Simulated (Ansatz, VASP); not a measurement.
# One calculation of ZnO, two programs

File INCAR:

```
SYSTEM = ZnO
ALGO = Normal ; EDIFF = 1E-6
ENCUT = 520 ; ISIF = 2
ISMEAR = 0 ; LASPH = .True.
LCHARG = .False. ; LREAL = .False.
LWAVE = .False. ; NBANDS = 26
NELM = 80 ; PREC = Accurate
SIGMA = 0.05
```

KPOINTS

```
k-points
0
Gamma
  12 12 6
  0 0 0
```

The input POSCAR:

```
ZnO
1.0
    3.2308276147      0.0000000000      0.0000000000
   -1.6154138073      2.7979787896      0.0000000000
    0.0000000000      0.0000000000      5.0148906235
Zn O
2 2
Direct
    0.3333333333      0.6666666667      0.0018514197
    0.6666666667      0.3333333333      0.5018514197
    0.3333333333      0.6666666667      0.3802485803
    0.6666666667      0.3333333333      0.8802485803
```

Input for Ansatz:

```yaml
crystal:
  lattice:
    - [3.2308276147, 0.0, 0.0]
    - [-1.6154138073, 2.7979787896, 0.0]
    - [0.0, 0.0, 5.0148906235]
  atoms:
    - { symbol: Zn, position: [0.3333333333, 0.6666666667, 0.0018514197] }
    - { symbol: Zn, position: [0.6666666667, 0.3333333333, 0.5018514197] }
    - { symbol: O, position: [0.3333333333, 0.6666666667, 0.3802485803] }
    - { symbol: O, position: [0.6666666667, 0.3333333333, 0.8802485803] }
basis:
  ecutwfc: 520.0
kpoints:
  mp_grid: { grid: [12, 12, 6] }
hamiltonian:
  xc: lda
  pseudopotentials: { kind: paw, azcp: { folder: soft_1 } }
scf:
  occupations: { method: gaussian, width: 0.05 }
output:
  forces: true
  stress: true
  eigenvalues: true
```

Alike in both runs: task single point; functional LDA; k mesh 12 × 12 × 6; occupations gaussian, width 0.05 eV; no spin polarisation.

|  | VASP | Ansatz |
| --- | --- | --- |
| version | VASP 6.6.1 | Ansatz 0.2.0 |
| potentials or method | VASP PAW LDA potentials, release 64 (Zn, O), cutoff 520 eV | scalar-relativistic, plane waves, PAW |
| valence electrons in the cell | 36 | 36 |

```tsv
	VASP	Ansatz	Ansatz less VASP
gap on the k mesh at the Fermi level (eV)	0.86	0.85	-0.012
least direct gap on the mesh (eV)	0.86	0.85	-0.012
pressure (GPa)	1.5	0.4	-1.12
traceless stress, the component that is largest in VASP (GPa)	7.60	7.28	-0.316
rms of the force components (eV/Å)	0.287	0.268	-0.0190
```

Ansatz warns that its potentials were made for another functional, while VASP's fit it. LDA's correlation is that of Perdew and Zunger in VASP and of Perdew and Wang (1992) in Ansatz. Atom by atom the forces differ by 0.019 eV/Å (rms over components).
